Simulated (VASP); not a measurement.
Runs of VASP 6.6.1 on Be. The structure is that of space group Fd-3m (No. 227), or close to it. The cells are those of the table. 

| task | cell | cutoff (eV) | gap on the mesh (eV) | pressure (GPa) |
| --- | --- | --- | --- | --- |
| relaxation of cell and atoms | relaxed from a = 3.097 Å, angles 60.0°, 2 atoms | 600 | none | 0.1 |
| single point | a = 3.149 Å, angles 60.0°, 2 atoms | 520 | none | 20.1 |
| relaxation of cell and atoms | relaxed to 10 GPa from a = 3.097 Å, angles 60.0°, 2 atoms | 600 | none | 9.9 |
| single point | a = 3.062 Å, angles 60.0°, 2 atoms | 520 | none | 30.1 |
| single point | a = 3.267 Å, angles 60.0°, 2 atoms | 520 | none | (a) |
| relaxation of cell and atoms | relaxed to 30 GPa from a = 3.097 Å, angles 60.0°, 2 atoms | 600 | none | 30.0 |
| relaxation of cell and atoms | relaxed to 20 GPa from a = 3.097 Å, angles 60.0°, 2 atoms | 600 | none | 20.0 |
| single point | a = 3.468 Å, angles 60.0°, 2 atoms | 520 | none | 0.0 |

Alike in all rows: level PBE; potentials or basis VASP PAW PBE potentials, release 64 (Be); no spin polarisation; k mesh 8 × 8 × 8; smearing methfessel-paxton 0.1 eV.

Problem. Fill in the values left out.

Solution. (a) 10.1.

Caveats: the cell is relaxed towards a set pressure, so the enthalpy falls and the energy may rise (some runs).

A gap of «none» marks levels without a gap at the run's occupations.
